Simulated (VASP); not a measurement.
Input of a VASP 6.6.1 run:

INCAR

```
PREC = Accurate
ENCUT = 520
EDIFF = 1E-7
ISMEAR = 0
SIGMA = 0.15
LREAL = False
LASPH = True
NELM = 80
ALGO = Fast
ISIF = 2
LWAVE = False
LCHARG = False
GGA = PE
NBANDS = 26
```

KPOINTS

```
Automatic mesh
0
Gamma
  10 10 10
```

The input POSCAR:

```
Al2Cu
1.0
   -3.0867000000      3.0867000000      2.4168500000
    3.0867000000     -3.0867000000      2.4168500000
    3.0867000000      3.0867000000     -2.4168500000
Al Cu
4 2
Direct
    0.1587211657      0.6587211657      0.8174423314
    0.6587211657      0.8412788343      0.5000000000
    0.8412788343      0.3412788343      0.1825576686
    0.3412788343      0.1587211657      0.5000000000
    0.7500000000      0.7500000000      0.0000000000
    0.2500000000      0.2500000000      0.0000000000
```

Potentials or basis: VASP PAW PBE potentials, release 64 (Al, Cu).

Launch:

```bash
$ cat potpaw_PBE.64/Al/POTCAR potpaw_PBE.64/Cu/POTCAR > POTCAR
$ mpirun -np 1 vasp_std > vasp.out
```

Q: What does it give for the largest force?

A: 0.064 eV/Å.

Q: Predict the band gap on the k mesh.

A: Zero (bands 17 and 18 overlap by 4.52 eV).

Q: Estimate the pressure.

A: -2.5 GPa.

Stress tensor (GPa, compression positive):
```
-3.76  0.00  0.00
 0.00 -3.76  0.00
 0.00  0.00  0.00
```
